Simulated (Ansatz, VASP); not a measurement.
SrC8 in VASP and in Ansatz

```xyz
9
Lattice="4.9120 0.0000 0.0000 -2.4560 4.2539 0.0000 0.0000 0.0000 3.9221" Properties=species:S:1:pos:R:3 pbc="T T T"
Sr    0.0000    0.0000    1.9611
C     0.0000    2.8360    0.0000
C     1.2280    0.7090    0.0000
C     2.4560    2.8360    0.0000
C     3.6840    0.7090    0.0000
C    -1.2280    3.5450    0.0000
C     0.0000    1.4180    0.0000
C     1.2280    3.5450    0.0000
C     2.4560    1.4180    0.0000
```

Alike in both runs: task relaxation of cell and atoms; functional PBE; dispersion D3(BJ); k mesh 6 × 6 × 4; occupations gaussian, width 0.1 eV; no spin polarisation.

|  | VASP | Ansatz |
| --- | --- | --- |
| version | VASP 6.6.1 | Ansatz 0.2.0 |
| potentials or method | VASP PAW PBE potentials, release 64 (Sr_sv, C), cutoff 600 eV | scalar-relativistic, plane waves, PAW |
| valence electrons in the cell | 42 | 42 |

Ansatz gave:

- gap on the k mesh at the Fermi level, each at its own relaxed structure (eV): none
- relaxed volume (Å³/atom): 11.57
- relaxed length of the cell vector where the two differ most in proportion (Å): 4.838

**Question.** Estimate VASP's values.

**Answer.** gap on the k mesh at the Fermi level, each at its own relaxed structure (eV): none; relaxed volume (Å³/atom): 11.46; relaxed length of the cell vector where the two differ most in proportion (Å): 4.794.

A gap of «none» marks a metal or a gap that the smearing closes.

The k mesh is coarse, so the values compare programs but aren't converged. Noted on VASP's run: the volume moved by over 15 % at a fixed basis, so the end points are rough.
